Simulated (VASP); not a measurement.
# HfO2 (Fm-3m) in VASP: notebook

Aim: see how the results for HfO2 move with the level of theory and the settings. Levels: HSE06, PBE. Tasks: single point.

Everything below comes from runs of VASP 6.6.1. Logs are shortened: lines on timing, memory, paths and dates and some standing lists are left out, and cuts for length are marked.

## (1) The cell of the first run

It takes space group Fm-3m (No. 225, cubic). Conventional cell: a = 5.058 Å, b = 5.058 Å, c = 5.058 Å, α = 90.00°, β = 90.00°, γ = 90.00°. Hf (site symmetry m-3m) has 8 O at 2.19 Å within 2.9 Å. O (site symmetry -43m) has 4 Hf at 2.19 Å and 6 O at 2.53 Å within 2.9 Å.

## (2) Single point, HSE06

The input, POSCAR:

```
HfO2
1.0
    0.0000000000      2.5291823181      2.5291823181
    2.5291823181      0.0000000000      2.5291823181
    2.5291823181      2.5291823181      0.0000000000
Hf O
1 2
Direct
    0.0000000000      0.0000000000      0.0000000000
    0.2500000000      0.2500000000      0.2500000000
    0.7500000000      0.7500000000      0.7500000000
```

The input, INCAR.step1:

```
  PREC = Accurate
  ENCUT = 520
  EDIFF = 1E-5
  ISMEAR = -1
  SIGMA = 0.001
  LREAL = False
  LASPH = True
  NELM = 100
  ALGO = Normal
  ISIF = 2
  LWAVE = True
  LCHARG = False
  GGA = PE
  NBANDS = 18
```

The input, INCAR.step2:

```
  PREC = Accurate
  ENCUT = 520
  EDIFF = 1E-6
  ISMEAR = -1
  SIGMA = 0.001
  LREAL = False
  LASPH = True
  NELM = 100
  ALGO = Normal
  ISIF = 2
  LWAVE = False
  LCHARG = False
  GGA = PE
  LHFCALC = True
  HFSCREEN = 0.2079
  PRECFOCK = Normal
  ISTART = 1
  NBANDS = 18
```

The input, KPOINTS:

```
regular mesh
0
Gamma
  4 4 4
```

Potentials or basis: VASP PAW PBE potentials, release 64 (Hf_pv, O).

The run is started by

```
> cat potpaw_PBE.64/Hf_pv/POTCAR potpaw_PBE.64/O/POTCAR > POTCAR
> cp INCAR.step1 INCAR
> mpirun -np 1 vasp_std > vasp.out
> cp INCAR.step2 INCAR
> mpirun -np 1 vasp_std > vasp.out
```

OUTCAR:

```text
PREC = Accurate
   ENCUT = 520
   EDIFF = 1E-6
   ISMEAR = -1
   LREAL = False
   LASPH = True
   NELM = 100
   ISIF = 2
   GGA = PE
   LHFCALC = True
   HFSCREEN = 0.2079
   PRECFOCK = Normal
   ISTART = 1

 ion  position               nearest neighbor table
   1  0.000  0.000  0.000-   3 2.19   3 2.19   3 2.19   2 2.19   3 2.19   2 2.19   2 2.19   2 2.19

   2  0.250  0.250  0.250-   1 2.19   1 2.19   1 2.19   1 2.19
   3  0.750  0.750  0.750-   1 2.19   1 2.19   1 2.19   1 2.19

  LATTYP: Found a face centered cubic cell.
 ALAT       =     5.0583646362

  Lattice vectors:

 A1 = (   0.0000000000,   2.5291823181,   2.5291823181)
 A2 = (   2.5291823181,   0.0000000000,   2.5291823181)
 A3 = (   2.5291823181,   2.5291823181,   0.0000000000)

Analysis of symmetry for initial positions (statically):
=====================================================================
 Subroutine PRICEL returns:
 Original cell was already a primitive cell.

 Routine SETGRP: Setting up the symmetry group for a
 face centered cubic supercell.

 Subroutine GETGRP returns: Found 48 space group operations
 (whereof 48 operations were pure point group operations)
 out of a pool of 48 trial point group operations.

The static configuration has the point symmetry O_h .

Analysis of symmetry for dynamics (positions and initial velocities):
=====================================================================
 Subroutine PRICEL returns:
 Original cell was already a primitive cell.

 Routine SETGRP: Setting up the symmetry group for a
 face centered cubic supercell.

 Subroutine GETGRP returns: Found 48 space group operations
 (whereof 48 operations were pure point group operations)
 out of a pool of 48 trial point group operations.

The dynamic configuration has the point symmetry O_h .

 Subroutine INISYM returns: Found 48 space group operations
 (whereof 48 operations are pure point group operations),
 and found     1 'primitive' translations

----------------------------------------------------------------------------------------

                                     Primitive cell

  volume of cell :      32.3572

  direct lattice vectors                    reciprocal lattice vectors
     0.000000000  2.529182318  2.529182318    -0.197692352  0.197692352  0.197692352
     2.529182318  0.000000000  2.529182318     0.197692352 -0.197692352  0.197692352
     2.529182318  2.529182318  0.000000000     0.197692352  0.197692352 -0.197692352

  length of vectors
     3.576803936  3.576803936  3.576803936     0.342413197  0.342413197  0.342413197

  position of ions in fractional coordinates (direct lattice)
     0.000000000  0.000000000  0.000000000
     0.250000000  0.250000000  0.250000000
     0.750000000  0.750000000  0.750000000

  ion indices of the primitive-cell ions
   primitive index   ion index
                 1           1
                 2           2
                 3           3

----------------------------------------------------------------------------------------

 KPOINTS: regular mesh

Automatic generation of k-mesh.
 Grid dimensions read from file:
 generate k-points for:    4    4    4

 Generating k-lattice:

  Cartesian coordinates                     Fractional coordinates (reciprocal lattice)
    -0.049423088  0.049423088  0.049423088     0.250000000  0.000000000  0.000000000
     0.049423088 -0.049423088  0.049423088     0.000000000  0.250000000  0.000000000
     0.049423088  0.049423088 -0.049423088     0.000000000  0.000000000  0.250000000

  Length of vectors
     0.085603299  0.085603299  0.085603299

  Shift w.r.t. Gamma in fractional coordinates (k-lattice)
     0.000000000  0.000000000  0.000000000

 Subroutine IBZKPT returns following result:
 ===========================================

 Found      8 irreducible k-points:

 Following reciprocal coordinates:
            Coordinates               Weight
  0.000000  0.000000  0.000000      1.000000
  0.250000  0.000000  0.000000      8.000000
  0.500000  0.000000  0.000000      4.000000
  0.250000  0.250000  0.000000      6.000000
  0.500000  0.250000  0.000000     24.000000
 -0.250000  0.250000  0.000000     12.000000
  0.500000  0.500000  0.000000      3.000000
 -0.250000  0.500000  0.250000      6.000000
   k-points           NKPTS =      8   k-points in BZ     NKDIM =     64   number of bands    NBANDS=     18
   number of dos      NEDOS =    301   number of ions     NIONS =      3
   total plane-waves  NPLWV =  21952
   dimension x,y,z NGX =    28 NGY =   28 NGZ =   28
   dimension x,y,z NGXF=    56 NGYF=   56 NGZF=   56
   ions per type =               1   2
   NGX,Y,Z   is equivalent  to a cutoff of  13.01, 13.01, 13.01 a.u.
   NGXF,Y,Z  is equivalent  to a cutoff of  26.03, 26.03, 26.03 a.u.
 SYSTEM =  unknown system
   PREC   = accura    normal or accurate (medium, high low for compatibility)
   ISTART =      1    job   : 0-new  1-cont  2-samecut
   ICHARG =      0    charge: 1-file 2-atom 10-const
   ISPIN  =      1    spin polarized calculation?
   LNONCOLLINEAR =      F non collinear calculations
   LSORBIT =      F    spin-orbit coupling
   LASPH  =      T    aspherical Exc in radial PAW
   ENCUT  =  520.0 eV  38.22 Ry    6.18 a.u.   6.65  6.65  6.65*2*pi/ulx,y,z
   NELM   =    100;   NELMIN=  2; NELMDL=  0     # of ELM steps
   EDIFF  = 0.1E-05   stopping-criterion for ELM
   LREAL  =      F    real-space projection
   EDIFFG = 0.1E-04   stopping-criterion for IOM
   NSW    =      0    number of steps for IOM
   IBRION =     -1    ionic relax: 0-MD 1-quasi-New 2-CG
   NFREE  =      0    steps in history (QN), initial steepest desc. (CG)
   ISIF   =      2    stress and relaxation
   ISYM   =      3    0-nonsym 1-usesym 2-fastsym
   POTIM  = 0.5000    time-step for ionic-motion
   TEBEG  =    0.0;   TEEND  =   0.0 temperature during run
   PSTRESS=    0.0 pullay stress
   NELECT =      22.0000    total number of electrons
   NUPDOWN=      -1.0000    fix difference up-down
   EMIN   =  10.00;   EMAX   =-10.00  energy-range for DOS
   EFERMI =   0.00;   METHOD = LEGACY
   ISMEAR =    -1;   SIGMA  =   0.00  broadening in eV -4-tet -1-fermi 0-gaus
   EFERMI_NEDOS =   21; number of points for ismear=-14 and -15
   IALGO  =     38    algorithm
   IMIX   =      1    mixing-type and parameters
     AMIX     =   0.40;   BMIX     =  1.00
     AMIX_MAG =   1.60;   BMIX_MAG =  1.00
  volume/ion in A,a.u.               =      10.79        72.79
  Fermi-wavevector in a.u.,A,eV,Ry     =   1.439546  2.720348 28.195259  2.072293
  Thomas-Fermi vector in A             =   2.558390
   LORBIT       =      0    0 simple, 1 ext, 2 COOP (PROOUT), +10 PAW based schemes
   GGA     = PE    functional components
   LHFCALC =     T    Hartree Fock is set to
   PRECFOCK=normal    Normal, Fast or Accurate (Low or Medium for compatibility)
   ENCUT4O =  -1.0   cutoff for four orbital integrals eV
   NKREDX  =     1    reduce k-point grid by
   NKREDY  =     1    reduce k-point grid by
   NKREDZ  =     1    reduce k-point grid by
   AEXX    =    0.2500 exact exchange contribution
   HFSCREEN=    0.2079 screening length (either q_TF or 0.3 A-1)
   HFSCREENC=   0.2079 screening length for correlation (either q_TF or 0.3 A-1)
   ENCUTFOCK=  -1.0 apply spherical cutoff to Coloumb kernel
   IVDW    =     0    specifies the selected vdW correction
   LEPSILON=     F    determine dielectric tensor
   LRPA    =     F    only Hartree local field effects (RPA)
 non-spin polarized calculation
  energy-cutoff  :      520.00
  volume of cell :       32.36
 maximum number of plane-waves:       893
 NGX is ok and might be reduce to    28
  NGX = 20; NGY = 20; NGZ = 20

 number of electron      21.9999992 magnetization

 Free energy of the ion-electron system (eV)
  ---------------------------------------------------
  ext. energy  EPLUGINS =         0.00000000
  ---------------------------------------------------
  free energy    TOTEN  =       -36.26071882 eV

  energy without entropy =      -36.26071882  energy(sigma->0) =      -36.26071882

 E-fermi :   3.3194     XC(G=0):  -9.7259

 val. band max:        3.2928262078   @ k =   0.5000   0.5000   0.0000
 cond. band min:       8.6575888358   @ k =   0.5000   0.5000   0.0000
 fundamental gap:      5.3647626280
 Fermi energy:         3.3193766584

 k-point     1 :       0.0000    0.0000    0.0000
  band No.  band energies     occupation
      1     -27.8777      2.00000
      2     -27.8777      2.00000
      3     -27.8777      2.00000
      4     -17.2032      2.00000
      5     -13.9657      2.00000
      6      -2.5350      2.00000
[... 10 lines left out ...]
     17      15.7562      0.00000
     18      18.9271      0.00000

 k-point     2 :       0.2500    0.0000    0.0000
  band No.  band energies     occupation
      1     -28.1568      2.00000
      2     -27.9093      2.00000
      3     -27.9093      2.00000
      4     -16.4314      2.00000
      5     -14.5083      2.00000
      6      -1.9597      2.00000
[... 10 lines left out ...]
     17      14.9122      0.00000
     18      17.9246      0.00000

 k-point     3 :       0.5000    0.0000    0.0000
  band No.  band energies     occupation
      1     -28.4120      2.00000
      2     -27.9407      2.00000
      3     -27.9407      2.00000
      4     -15.8962      2.00000
      5     -14.6543      2.00000
      6      -1.3746      2.00000
[... 10 lines left out ...]
     17      14.6222      0.00000
     18      18.0252      0.00000

 k-point     4 :       0.2500    0.2500    0.0000
  band No.  band energies     occupation
      1     -28.1764      2.00000
      2     -27.9555      2.00000
      3     -27.9555      2.00000
      4     -16.0949      2.00000
      5     -14.7321      2.00000
      6      -1.8100      2.00000
[... 10 lines left out ...]
     17      14.2742      0.00000
     18      18.7780      0.00000

 k-point     5 :       0.5000    0.2500    0.0000
  band No.  band energies     occupation
      1     -28.3392      2.00000
      2     -28.0832      2.00000
      3     -27.9865      2.00000
      4     -15.4046      2.00000
      5     -14.9592      2.00000
      6      -2.4042      2.00000
[... 10 lines left out ...]
     17      16.2983      0.00000
     18      18.8660      0.00000

 k-point     6 :      -0.2500    0.2500    0.0000
  band No.  band energies     occupation
      1     -28.2630      2.00000
      2     -28.1011      2.00000
      3     -27.9406      2.00000
      4     -15.6229      2.00000
      5     -14.9123      2.00000
      6      -2.0919      2.00000
[... 10 lines left out ...]
     17      16.0895      0.00000
     18      18.4855      0.00000

 k-point     7 :       0.5000    0.5000    0.0000
  band No.  band energies     occupation
      1     -28.4420      2.00000
      2     -28.0318      2.00000
      3     -28.0318      2.00000
      4     -15.3538      2.00000
      5     -14.8193      2.00000
      6      -3.6982      2.00000
[... 10 lines left out ...]
     17      18.4123      0.00000
     18      18.9277      0.00000

 k-point     8 :      -0.2500    0.5000    0.2500
  band No.  band energies     occupation
      1     -28.2423      2.00000
      2     -28.2423      2.00000
      3     -28.0340      2.00000
      4     -15.0790      2.00000
      5     -15.0790      2.00000
      6      -2.4684      2.00000
[... 10 lines left out ...]
     17      18.0130      0.00000
     18      18.9248      0.00000

------------------------ aborting loop because EDIFF is reached ----------------------------------------

  FORCE on cell =-STRESS in cart. coord.  units (eV):
  Direction    XX          YY          ZZ          XY          YZ          ZX
  --------------------------------------------------------------------------------------
  -------------------------------------------------------------------------------------
  Total       -1.0687812     -1.0687812     -1.0687812      0.0000000      0.0000000     -0.0000000
  in kB      -52.9211126    -52.9211126    -52.9211126      0.0000000      0.0000000     -0.0000000
  external PRESSURE =     -52.9211126 kB  Pullay stress =       0.0000000 kB

 VOLUME and BASIS-vectors are now :
 -----------------------------------------------------------------------------
  energy-cutoff  :      520.00
  volume of cell :       32.36
      direct lattice vectors                 reciprocal lattice vectors
     0.000000000  2.529182318  2.529182318    -0.197692352  0.197692352  0.197692352
     2.529182318  0.000000000  2.529182318     0.197692352 -0.197692352  0.197692352
     2.529182318  2.529182318  0.000000000     0.197692352  0.197692352 -0.197692352

 POSITION                                       TOTAL-FORCE (eV/Angst)
 -----------------------------------------------------------------------------------
      0.00000      0.00000      0.00000         0.000000      0.000000      0.000000
      1.26459      1.26459      1.26459        -0.000000     -0.000000     -0.000000
      3.79377      3.79377      3.79377         0.000000      0.000000     -0.000000
 -----------------------------------------------------------------------------------
    total drift:                                0.000000      0.000000      0.000000

  FREE ENERGIE OF THE ION-ELECTRON SYSTEM (eV)
  ---------------------------------------------------
  free  energy   TOTEN  =       -36.2607188199 eV

  energy  without entropy=      -36.2607188199  energy(sigma->0) =      -36.26071882
```

It took 5.4 min on 1 thread of Intel Xeon 6975P-C, shared host; peak memory 0.26 GiB.

Results:

| Quantity | Value |
| --- | --- |
| Free energy | -36.2607 eV |
| Pressure | -5.3 GPa |
| Band gap on the k mesh | 5.36 eV, direct |

Caveat: the k points lie up to 0.54 Å⁻¹ apart; the PAW data sets were made with another functional, which shifts forces and pressure a little; spin-orbit coupling is left out, which moves the levels of the heavy elements.

## (3) Single point, PBE

The input, INCAR:

```
SYSTEM = HfO2
  ALGO = Normal
  EDIFF = 1E-6
  ENCUT = 600
  GGA = PE
  GGA_COMPAT = .FALSE.
  ISIF = 2
  ISMEAR = 0
  LASPH = .TRUE.
  LCHARG = .FALSE.
  LREAL = .FALSE.
  LWAVE = .FALSE.
  NBANDS = 18
  NELM = 120
  PREC = Accurate
  SIGMA = 0.01
```

The input, KPOINTS:

```
k-points
0
G
  4 4 4
  0 0 0
```

POSCAR is that of step 2.

Potentials or basis: VASP PAW PBE potentials, release 64 (Hf_pv, O).

The run is started by

```
> cat potpaw_PBE.64/Hf_pv/POTCAR potpaw_PBE.64/O/POTCAR > POTCAR
> mpirun -np 1 vasp_std > vasp.out
```

Wall time 11 s (1 thread of Intel Xeon Platinum 8488C (Sapphire Rapids), shared host); peak memory 0.17 GiB.

It converged, with:

- Free energy: -30.2507 eV
- Pressure: 1.9 GPa
- Band gap on the k mesh: 3.82 eV, direct

Levels at points of the mesh, in eV from the valence-band top:
| k point | band 9 | band 10 | band 11 | band 12 | band 13 | band 14 |
| --- | --- | --- | --- | --- | --- | --- |
| (0.00, 0.00, 0.00) | -0.61 | -0.61 | -0.61 | 3.90 | 3.90 | 5.89 |
| (0.50, 0.00, 0.00) | -2.74 | -1.84 | -1.84 | 4.64 | 4.64 | 7.05 |
| (0.50, 0.50, 0.00) | -1.54 | -1.54 | 0.00 | 3.82 | 5.54 | 6.70 |

Caveat: the k points lie up to 0.54 Å⁻¹ apart; spin-orbit coupling is left out, which moves the levels of the heavy elements. Expect the measured gap to be larger: semilocal functionals such as PBE lack the derivative discontinuity.
